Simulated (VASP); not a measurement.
Set up this calculation in VASP 6.6.1, as the native input.

- Task: single point
- Functional: PBE
- Dispersion: D3(BJ)
- Potentials or basis: VASP PAW PBE potentials, release 64 (In_d)
- Cutoff: 520 eV
- k mesh: 18 × 18 × 18
- Occupations: gaussian, width 0.1 eV
- Spin: no spin polarisation
- Dipole correction: no
- Further INCAR settings: ALGO = Fast; EDIFF = 1e-07; NBANDS = 12

The structure of In lies in POSCAR:

```
In
1.0
   -1.6634356990      1.6634356990      2.3556705979
    1.6634356990     -1.6634356990      2.3556705979
    1.6634356990      1.6634356990     -2.3556705979
In
1
Direct
    0.0000000000      0.0000000000      0.0000000000
```

This isn't the form of In at room conditions, which is tetragonal.

One way to write it, as run:

INCAR

```
PREC     = Accurate       # precision mode
ENCUT    = 520            # plane-wave cutoff, eV
EDIFF    = 1E-7           # SCF threshold, eV
ISMEAR   = 0              # smearing method
SIGMA    = 0.1            # smearing width, eV
LREAL    = F              # projectors in reciprocal space
LASPH    = T              # aspherical terms in the spheres
NELM     = 100            # most SCF steps
ALGO     = Fast           # electronic algorithm
ISIF     = 2              # what is computed and relaxed
LWAVE    = F              # write WAVECAR
LCHARG   = T              # write CHGCAR
GGA      = PE             # functional
IVDW     = 12             # dispersion correction
LELF     = T              # ELF
LVHAR    = T            
NBANDS   = 12             # bands
```

KPOINTS

```
regular mesh
0
Gamma
  18 18 18
```

Potentials or basis: VASP PAW PBE potentials, release 64 (In_d).

Run with:

```sh
$ cat potpaw_PBE.64/In_d/POTCAR > POTCAR
$ mpirun -np 1 vasp_std > vasp.out
```

It gave:

```yaml
Pressure: 0.0 GPa
Band_gap_on_the_k_mesh: zero (an odd number of electrons rules out a gap without spin polarisation)
Dispersion_energy_per_atom: -0.339 eV
```

Caveat: spin-orbit coupling is left out, which moves the levels of the heavy elements.

Wall time 110 s on 1 thread of Intel(R) Xeon(R) 6975P-C (Granite Rapids), with other jobs on the host, peak memory 0.28 GiB.
